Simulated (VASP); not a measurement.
# EuS (Fm-3m) in VASP: a series of runs

Aim: see how the results for EuS move with the level of theory and the settings. Levels: r2SCAN+rVV10+U, r2SCAN+D3(BJ)+U. Tasks: single point.

All numbers are computed with VASP 6.6.1; they aren't measurements. Logs are shortened: lines on timing, memory, paths and dates and some standing lists are left out, and cuts for length are marked.

**1. The cell of the first run**

The structure is cubic, space group Fm-3m (No. 225). Conventional cell: a = 6.003 Å, b = 6.003 Å, c = 6.003 Å, α = 90.00°, β = 90.00°, γ = 90.00°. Within 4.0 Å of Eu (site symmetry m-3m) lie 6 S at 3.00 Å. Within 4.0 Å of S (site symmetry m-3m) lie 6 Eu at 3.00 Å.

**2. Single point, r2SCAN+rVV10+U, collinear spin (27.03 Å³/atom)**

POSCAR

```
EuS
1.0
    0.0000000000      3.0012547747      3.0012547747
    3.0012547747      0.0000000000      3.0012547747
    3.0012547747      3.0012547747      0.0000000000
Eu S
1 1
Direct
    0.5000000000      0.5000000000      0.5000000000
    0.0000000000      0.0000000000      0.0000000000
```

INCAR.step1

```
SYSTEM = EuS
PREC = Accurate
ENCUT = 800
ISMEAR = 0
SIGMA = 0.05
LREAL = .FALSE.
LASPH = .TRUE.
NELM = 200
ISPIN = 2
MAGMOM = 7.58 -0.08
LMAXMIX = 6
LDAU = .TRUE.
LDAUTYPE = 2
LDAUL = 3 -1
LDAUU = 4 0
LDAUJ = 0 0
NBANDS = 22
GGA = PE
ALGO = Normal
EDIFF = 1E-5
LWAVE = .TRUE.
LCHARG = .FALSE.
GGA_COMPAT = .FALSE.
```

INCAR.step2

```
SYSTEM = EuS
PREC = Accurate
ENCUT = 800
EDIFF = 1E-6
ISMEAR = 0
SIGMA = 0.05
LREAL = .FALSE.
LASPH = .TRUE.
NELM = 200
ALGO = Normal
ISIF = 2
LWAVE = .FALSE.
LCHARG = .FALSE.
ISPIN = 2
MAGMOM = 7.58 -0.08
LORBIT = 11
LMAXMIX = 6
LDAU = .TRUE.
LDAUTYPE = 2
LDAUL = 3 -1
LDAUU = 4 0
LDAUJ = 0 0
LDAUPRINT = 1
METAGGA = R2SCAN
LMIXTAU = .TRUE.
LUSE_VDW = .TRUE.
IVDW_NL = 2
BPARAM = 11.95
CPARAM = 0.0093
NBANDS = 22
ISTART = 1
GGA_COMPAT = .FALSE.
```

KPOINTS

```
Automatic mesh
0
G
  8 8 8
  0 0 0
```

Potentials or basis: VASP PAW PBE potentials, release 64 (Eu, S).

Started as:

```bash
> cat potpaw_PBE.64/Eu/POTCAR potpaw_PBE.64/S/POTCAR > POTCAR
> cp INCAR.step1 INCAR
> mpirun -np 1 vasp_std > vasp.out
> cp INCAR.step2 INCAR
> mpirun -np 1 vasp_std > vasp.out
```

OUTCAR:

```text
SYSTEM = EuS
   PREC = Accurate
   ENCUT = 800
   EDIFF = 1E-6
   ISMEAR = 0
   LREAL = .FALSE.
   LASPH = .TRUE.
   NELM = 200
   ISIF = 2
   ISPIN = 2
   LORBIT = 11
   METAGGA = R2SCAN
   IVDW_NL = 2
   BPARAM = 11.95
   ISTART = 1

 ion  position               nearest neighbor table
   1  0.500  0.500  0.500-   2 3.00   2 3.00   2 3.00   2 3.00   2 3.00   2 3.00
   2  0.000  0.000  0.000-   1 3.00   1 3.00   1 3.00   1 3.00   1 3.00   1 3.00

  LATTYP: Found a face centered cubic cell.
 ALAT       =     6.0025095494

  Lattice vectors:

 A1 = (   0.0000000000,   3.0012547747,   3.0012547747)
 A2 = (   3.0012547747,   0.0000000000,   3.0012547747)
 A3 = (   3.0012547747,   3.0012547747,   0.0000000000)

Analysis of symmetry for initial positions (statically):
=====================================================================
 Subroutine PRICEL returns:
 Original cell was already a primitive cell.

 Routine SETGRP: Setting up the symmetry group for a
 face centered cubic supercell.

 Subroutine GETGRP returns: Found 48 space group operations
 (whereof 48 operations were pure point group operations)
 out of a pool of 48 trial point group operations.

The static configuration has the point symmetry O_h .

Analysis of symmetry for dynamics (positions and initial velocities):
=====================================================================
 Subroutine PRICEL returns:
 Original cell was already a primitive cell.

 Routine SETGRP: Setting up the symmetry group for a
 face centered cubic supercell.

 Subroutine GETGRP returns: Found 48 space group operations
 (whereof 48 operations were pure point group operations)
 out of a pool of 48 trial point group operations.

The dynamic configuration has the point symmetry O_h .

Analysis of structural, dynamic, and magnetic symmetry:
=====================================================================
 Subroutine PRICEL returns:
 Original cell was already a primitive cell.

 Routine SETGRP: Setting up the symmetry group for a
 face centered cubic supercell.

 Subroutine GETGRP returns: Found 48 space group operations
 (whereof 48 operations were pure point group operations)
 out of a pool of 48 trial point group operations.

The overall configuration has the point symmetry O_h .

 Subroutine INISYM returns: Found 48 space group operations
 (whereof 48 operations are pure point group operations),
 and found     1 'primitive' translations

----------------------------------------------------------------------------------------

                                     Primitive cell

  volume of cell :      54.0678

  direct lattice vectors                    reciprocal lattice vectors
     0.000000000  3.001254775  3.001254775    -0.166596986  0.166596986  0.166596986
     3.001254775  0.000000000  3.001254775     0.166596986 -0.166596986  0.166596986
     3.001254775  3.001254775  0.000000000     0.166596986  0.166596986 -0.166596986

  length of vectors
     4.244415207  4.244415207  4.244415207     0.288554444  0.288554444  0.288554444

  position of ions in fractional coordinates (direct lattice)
     0.500000000  0.500000000  0.500000000
     0.000000000  0.000000000  0.000000000

  ion indices of the primitive-cell ions
   primitive index   ion index
                 1           1
                 2           2

----------------------------------------------------------------------------------------

 KPOINTS: Automatic mesh

Automatic generation of k-mesh.
[... 74 lines left out ...]
   POTIM  = 0.5000    time-step for ionic-motion
   TEBEG  =    0.0;   TEEND  =   0.0 temperature during run
   PSTRESS=    0.0 pullay stress
   NELECT =      23.0000    total number of electrons
   NUPDOWN=      -1.0000    fix difference up-down
   EMIN   =  10.00;   EMAX   =-10.00  energy-range for DOS
   EFERMI =   0.00;   METHOD = LEGACY
   ISMEAR =     0;   SIGMA  =   0.05  broadening in eV -4-tet -1-fermi 0-gaus
   EFERMI_NEDOS =   21; number of points for ismear=-14 and -15
   IALGO  =     38    algorithm
   IMIX   =      4    mixing-type and parameters
     AMIX     =   0.40;   BMIX     =  1.00
     AMIX_MAG =   1.60;   BMIX_MAG =  1.00
  volume/ion in A,a.u.               =      27.03       182.43
  Fermi-wavevector in a.u.,A,eV,Ry     =   1.231226  2.326680 20.625322  1.515918
  Thomas-Fermi vector in A             =   2.366044
   LORBIT       =     11    0 simple, 1 ext, 2 COOP (PROOUT), +10 PAW based schemes
 LDA+U is selected, type is set to LDAUTYPE =  2
   angular momentum for each species LDAUL =     3   -1
   U (eV)           for each species LDAUU =   4.0  0.0
   J (eV)           for each species LDAUJ =   0.0  0.0
   METAGGA = R2SCAN    functional components
   LHFCALC =     F    Hartree Fock is set to
   AEXX    =    0.0000 exact exchange contribution
   IVDW_NL    =     2    kernel type
   BPARAM     =11.9500
   IVDW    =     0    specifies the selected vdW correction
   LEPSILON=     F    determine dielectric tensor
   LRPA    =     F    only Hartree local field effects (RPA)
 spin polarized calculation
 Gauss-broadening in eV      SIGMA  =   0.05
  energy-cutoff  :      800.00
  volume of cell :       54.07
 maximum number of plane-waves:      2797
   NGX = 19   NGY = 19   NGZ = 19

atom =   1  type =  1  l = 3

 onsite density matrix

spin component  1

  0.9729 -0.0000 -0.0014  0.0000  0.0000 -0.0000  0.0000
 -0.0000  0.9734 -0.0000  0.0000  0.0000  0.0000 -0.0000
 -0.0014 -0.0000  0.9737 -0.0000  0.0000 -0.0000  0.0000
  0.0000  0.0000 -0.0000  0.9718 -0.0000  0.0000  0.0000
  0.0000  0.0000  0.0000 -0.0000  0.9737  0.0000  0.0014
 -0.0000  0.0000 -0.0000  0.0000  0.0000  0.9748 -0.0000
  0.0000 -0.0000  0.0000  0.0000  0.0014 -0.0000  0.9729

spin component  2

  0.0018  0.0000  0.0009  0.0000  0.0000  0.0000 -0.0000
  0.0000  0.0000  0.0000 -0.0000 -0.0000  0.0000  0.0000
  0.0009  0.0000  0.0013  0.0000 -0.0000  0.0000  0.0000
  0.0000 -0.0000  0.0000  0.0025  0.0000  0.0000 -0.0000
  0.0000 -0.0000 -0.0000  0.0000  0.0013  0.0000 -0.0009
  0.0000  0.0000  0.0000  0.0000  0.0000  0.0007  0.0000
 -0.0000  0.0000  0.0000 -0.0000 -0.0009  0.0000  0.0018

 occupancies and eigenvectors

  o =  0.0000  v =  0.0000  0.0000  0.0000  0.0000  0.0000  0.0000  0.0000  0.0000 -1.0000  0.0000 -0.0000 -0.0000  0.0000 -0.0000      0.0000  0.0000  0.0000  0.0000  0.0000  0.0000  0.0000  0.0000  0.0000  0.0000  0.0000  0.0000  0.0000  0.0000
  o =  0.0007  v =  0.0000  0.0000  0.0000  0.0000  0.0000  0.0000  0.0000  0.6124 -0.0000 -0.7906  0.0000  0.0008  0.0006  0.0006      0.0000  0.0000  0.0000  0.0000  0.0000  0.0000  0.0000  0.0000  0.0000  0.0000  0.0000  0.0000  0.0000  0.0000
  o =  0.0007  v =  0.0000  0.0000  0.0000  0.0000  0.0000  0.0000  0.0000  0.0006  0.0000 -0.0008  0.0000 -0.7906  0.0007 -0.6124      0.0000  0.0000  0.0000  0.0000  0.0000  0.0000  0.0000  0.0000  0.0000  0.0000  0.0000  0.0000  0.0000  0.0000
  o =  0.0007  v =  0.0000  0.0000  0.0000  0.0000  0.0000  0.0000  0.0000 -0.0004  0.0000  0.0005 -0.0000  0.0006  1.0000  0.0004      0.0000  0.0000  0.0000  0.0000  0.0000  0.0000  0.0000  0.0000  0.0000  0.0000  0.0000  0.0000  0.0000  0.0000
  o =  0.0025  v =  0.0000  0.0000  0.0000  0.0000  0.0000  0.0000  0.0000 -0.0003 -0.0000 -0.0003  1.0000 -0.0002  0.0000  0.0003      0.0000  0.0000  0.0000  0.0000  0.0000  0.0000  0.0000  0.0000  0.0000  0.0000  0.0000  0.0000  0.0000  0.0000
  o =  0.0025  v =  0.0000  0.0000  0.0000  0.0000  0.0000  0.0000  0.0000  0.7906  0.0000  0.6124  0.0004 -0.0009  0.0000  0.0012      0.0000  0.0000  0.0000  0.0000  0.0000  0.0000  0.0000  0.0000  0.0000  0.0000  0.0000  0.0000  0.0000  0.0000
  o =  0.0025  v =  0.0000  0.0000  0.0000  0.0000  0.0000  0.0000  0.0000 -0.0012  0.0000 -0.0009 -0.0004 -0.6124 -0.0000  0.7906      0.0000  0.0000  0.0000  0.0000  0.0000  0.0000  0.0000  0.0000  0.0000  0.0000  0.0000  0.0000  0.0000  0.0000
  o =  0.9718  v =  0.0004 -0.0000  0.0003 -0.9974  0.0437 -0.0000 -0.0565  0.0000  0.0000  0.0000  0.0000  0.0000  0.0000  0.0000      0.0000  0.0000  0.0000  0.0000  0.0000  0.0000  0.0000  0.0000  0.0000  0.0000  0.0000  0.0000  0.0000  0.0000
  o =  0.9718  v = -0.0022  0.0000 -0.0017 -0.0714 -0.6108 -0.0000  0.7885  0.0000  0.0000  0.0000  0.0000  0.0000  0.0000  0.0000      0.0000  0.0000  0.0000  0.0000  0.0000  0.0000  0.0000  0.0000  0.0000  0.0000  0.0000  0.0000  0.0000  0.0000
  o =  0.9718  v =  0.7906  0.0000  0.6124  0.0003 -0.0017  0.0000  0.0023  0.0000  0.0000  0.0000  0.0000  0.0000  0.0000  0.0000      0.0000  0.0000  0.0000  0.0000  0.0000  0.0000  0.0000  0.0000  0.0000  0.0000  0.0000  0.0000  0.0000  0.0000
  o =  0.9734  v = -0.0000  1.0000 -0.0000 -0.0000 -0.0000  0.0000 -0.0000  0.0000  0.0000  0.0000  0.0000  0.0000  0.0000  0.0000      0.0000  0.0000  0.0000  0.0000  0.0000  0.0000  0.0000  0.0000  0.0000  0.0000  0.0000  0.0000  0.0000  0.0000
  o =  0.9748  v =  0.0000  0.0000  0.0000  0.0000 -0.0595 -0.9972 -0.0461  0.0000  0.0000  0.0000  0.0000  0.0000  0.0000  0.0000      0.0000  0.0000  0.0000  0.0000  0.0000  0.0000  0.0000  0.0000  0.0000  0.0000  0.0000  0.0000  0.0000  0.0000
  o =  0.9748  v = -0.0000  0.0000  0.0000  0.0000  0.7883 -0.0752  0.6106  0.0000  0.0000  0.0000  0.0000  0.0000  0.0000  0.0000      0.0000  0.0000  0.0000  0.0000  0.0000  0.0000  0.0000  0.0000  0.0000  0.0000  0.0000  0.0000  0.0000  0.0000
  o =  0.9748  v =  0.6124  0.0000 -0.7906  0.0000  0.0000 -0.0000  0.0000  0.0000  0.0000  0.0000  0.0000  0.0000  0.0000  0.0000      0.0000  0.0000  0.0000  0.0000  0.0000  0.0000  0.0000  0.0000  0.0000  0.0000  0.0000  0.0000  0.0000  0.0000

 number of electron      23.0000000 magnetization       7.0000000

 Free energy of the ion-electron system (eV)
  ---------------------------------------------------
  ext. energy  EPLUGINS =         0.00000000
  ---------------------------------------------------
  free energy    TOTEN  =       -51.48480966 eV

  energy without entropy =      -51.48480715  energy(sigma->0) =      -51.48480840

 E-fermi :   3.4896     XC(G=0):  -9.9828

 val. band max:        3.3873106121   @ k =   0.0000   0.0000   0.0000
 cond. band min:       3.5919273232   @ k =   0.5000   0.5000   0.0000
 fundamental gap:      0.2046167111
 Fermi energy:         3.4896190666

 spin component 1

 k-point     1 :       0.0000    0.0000    0.0000
  band No.  band energies     occupation
      1     -38.2395      1.00000
      2     -16.4718      1.00000
      3     -16.4718      1.00000
      4     -16.4718      1.00000
      5      -9.9624      1.00000
      6       1.0081      1.00000
[... 1193 lines left out ...]
     21      13.3846      0.00000
     22      13.5228      0.00000

 [... further k-points ...]

------------------------ aborting loop because EDIFF is reached ----------------------------------------

  FORCE on cell =-STRESS in cart. coord.  units (eV):
  Direction    XX          YY          ZZ          XY          YZ          ZX
  --------------------------------------------------------------------------------------
  -------------------------------------------------------------------------------------
  Total       -0.6638179     -0.6638179     -0.6638179      0.0000000      0.0000000      0.0000000
  in kB      -19.6707525    -19.6707525    -19.6707525      0.0000000      0.0000000      0.0000000
  external PRESSURE =     -19.6707525 kB  Pullay stress =       0.0000000 kB

 VOLUME and BASIS-vectors are now :
 -----------------------------------------------------------------------------
  energy-cutoff  :      800.00
  volume of cell :       54.07
      direct lattice vectors                 reciprocal lattice vectors
     0.000000000  3.001254775  3.001254775    -0.166596986  0.166596986  0.166596986
     3.001254775  0.000000000  3.001254775     0.166596986 -0.166596986  0.166596986
     3.001254775  3.001254775  0.000000000     0.166596986  0.166596986 -0.166596986

 POSITION                                       TOTAL-FORCE (eV/Angst)
 -----------------------------------------------------------------------------------
      3.00125      3.00125      3.00125         0.000000      0.000000      0.000000
      0.00000      0.00000      0.00000         0.000000      0.000000      0.000000
 -----------------------------------------------------------------------------------
    total drift:                               -0.000000     -0.000000      0.000000

  FREE ENERGIE OF THE ION-ELECTRON SYSTEM (eV)
  ---------------------------------------------------
  free  energy   TOTEN  =       -51.4848096587 eV

  energy  without entropy=      -51.4848071471  energy(sigma->0) =      -51.48480840

 total charge

# of ion       s       p       d       f       tot
--------------------------------------------------
    1        2.035   5.826   0.221   6.815  14.897
    2        1.305   2.466   0.000   0.000   3.771
--------------------------------------------------
tot          3.340   8.292   0.221   6.815  18.668

 magnetization (x)

# of ion       s       p       d       f       tot
--------------------------------------------------
    1       -0.027  -0.195   0.045   6.797   6.622
    2       -0.008  -0.066   0.000   0.000  -0.074
--------------------------------------------------
tot         -0.035  -0.261   0.045   6.797   6.547
```

Wall time 16 min (1 thread of Oxide Virtual Turin-like, shared host); peak memory 0.59 GiB.

What came out:

| Item | Value |
| --- | --- |
| Free energy | -51.4848 eV |
| Pressure | -2.0 GPa |
| Band gap on the k mesh | 0.20 eV (least direct gap 0.40 eV) |
| Net moment | 7.00 μB per cell |
| Site moments | Eu +6.62; S -0.07 μB |
| Valence electrons inside the program's atomic spheres | Eu 14.90; S 3.77 |

Levels at points of the mesh, in eV from the valence-band top:
Spin up:
| k point | band 11 | band 12 | band 13 | band 14 | band 15 | band 16 | band 17 | band 18 | band 19 | band 20 |
| --- | --- | --- | --- | --- | --- | --- | --- | --- | --- | --- |
| (0.00, 0.00, 0.00) | -0.41 | -0.41 | 0.00 | 0.00 | 0.00 | 1.92 | 2.14 | 2.14 | 2.14 | 3.05 |
| (0.50, 0.00, 0.00) | -0.52 | -0.44 | -0.44 | -0.41 | -0.41 | 3.89 | 4.33 | 4.79 | 4.79 | 7.69 |
| (0.50, 0.50, 0.00) | -0.46 | -0.46 | -0.42 | -0.20 | -0.20 | 0.20 | 4.21 | 4.35 | 5.66 | 5.82 |
Spin down:
```tsv
k point	band 4	band 5	band 6	band 7	band 8	band 9	band 10	band 11	band 12	band 13
(0.00, 0.00, 0.00)	-17.26	-13.37	-2.08	-2.08	-2.08	2.50	2.90	2.90	2.90	3.97
(0.50, 0.00, 0.00)	-17.29	-12.37	-4.57	-3.20	-3.20	4.08	5.12	5.95	5.95	7.35
(0.50, 0.50, 0.00)	-17.39	-13.05	-3.24	-2.44	-2.44	0.79	5.22	5.27	6.85	7.21
```

Eigenvalues of the final occupation matrices:
```
    site  spin  trace                         eigenvalues
site 1 f     1   6.81  0.97 0.97 0.97 0.97 0.97 0.97 0.97
site 1 f     2   0.01  0.00 0.00 0.00 0.00 0.00 0.00 0.00
```

Caveat: the PAW data sets were made with another functional, which shifts forces and pressure a little; spin-orbit coupling is left out, which moves the levels of the heavy elements; a cell with one magnetic atom can't hold antiferromagnetic order, which such compounds often take. A k mesh can miss the band edges.

(Continued in part 2 of 2.)
